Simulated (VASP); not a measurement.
# SnSe: single point with PBE

**The experiment to reproduce.**

From “Linear dichroism of the optical properties of SnS and SnSe van der Waals crystals”, 2024, arxiv:2409.17412, for a bulk crystal of SnSe at 300 K: band gap 0.89 eV (indirect).

SnSe:

```
Sn Se
1.0
    11.42000    0.00000    0.00000
     0.00000    4.19000    0.00000
     0.00000    0.00000    4.46000
Sn Se
4 4
Direct
  0.87700 0.75000 0.90900
  0.62300 0.25000 0.40900
  0.37700 0.75000 0.59100
  0.12300 0.25000 0.09100
  0.64300 0.75000 0.98400
  0.85700 0.25000 0.48400
  0.14300 0.75000 0.51600
  0.35700 0.25000 0.01600
```

```json
{"Program": "VASP 6.6.1", "Task": "single point", "Functional": "PBE", "Potentials or basis": "VASP PAW PBE potentials, release 64 (Sn_d, Se)", "Cutoff": "520 eV", "k mesh": "2 × 4 × 4", "Occupations": "gaussian, width 0.01 eV", "Spin": "no spin polarisation"}
```

| Item | Value |
| --- | --- |
| Pressure | 2.4 GPa |
| Largest force | 0.289 eV/Å |
| Band gap on the k mesh | 1.08 eV, indirect (least direct gap 1.31 eV) |

Forces in eV/Å, atoms in the order of the input:
```
Sn   0.288  0.000 -0.015
Sn  -0.288  0.000 -0.015
Sn   0.288  0.000  0.015
Sn  -0.288  0.000  0.015
Se  -0.266  0.000  0.030
Se   0.266  0.000  0.030
Se  -0.266  0.000 -0.030
Se   0.266  0.000 -0.030
```

Stress tensor (GPa, compression positive):
```
4.54 0.00 0.00
0.00 1.59 0.00
0.00 0.00 1.03
```

Levels at points of the mesh, in eV from the valence-band top:
```
           k point  band 37  band 38  band 39  band 40  band 41  band 42  band 43  band 44
(0.00, 0.00, 0.00)    -1.26    -0.90    -0.49    -0.27     1.08     3.25     3.33     3.35
(0.50, 0.00, 0.00)    -1.55    -1.55    -0.34    -0.34     2.93     2.93     3.12     3.12
(0.00, 0.50, 0.00)    -0.73    -0.73    -0.46    -0.46     1.20     1.20     1.68     1.68
(0.50, 0.50, 0.00)    -0.72    -0.72    -0.72    -0.72     1.69     1.69     1.69     1.69
(0.00, 0.00, 0.50)    -0.49    -0.49    -0.02    -0.02     1.55     1.55     1.88     1.88
(0.50, 0.00, 0.50)    -0.26    -0.26     0.00     0.00     1.54     1.54     1.89     1.89
(0.00, 0.50, 0.50)    -1.96    -1.96    -1.23    -1.23     3.15     3.15     3.40     3.40
(0.50, 0.50, 0.50)    -1.24    -1.24    -1.24    -1.24     2.91     2.91     2.91     2.91
```

It took 6.7 min on 1 thread of AMD EPYC 7R13 (shared host), peak memory 0.36 GiB.

A measured gap of SnSe is 0.89 eV (indirect; 300 K; “Linear dichroism of the optical properties of SnS and SnSe van der Waals crystals”, 2024, arxiv:2409.17412); the calculated 1.08 eV misses it by +0.19 eV. 2 values of this kind are on record (0.89 to 0.99 eV); this one was drawn at random. Spin-orbit coupling on Se, Sn is left out. The value is that of PBE on a finite k mesh, which can miss the band edges, without temperature or zero-point motion.

Caveat: spin-orbit coupling is left out, which moves the levels of the heavy elements.
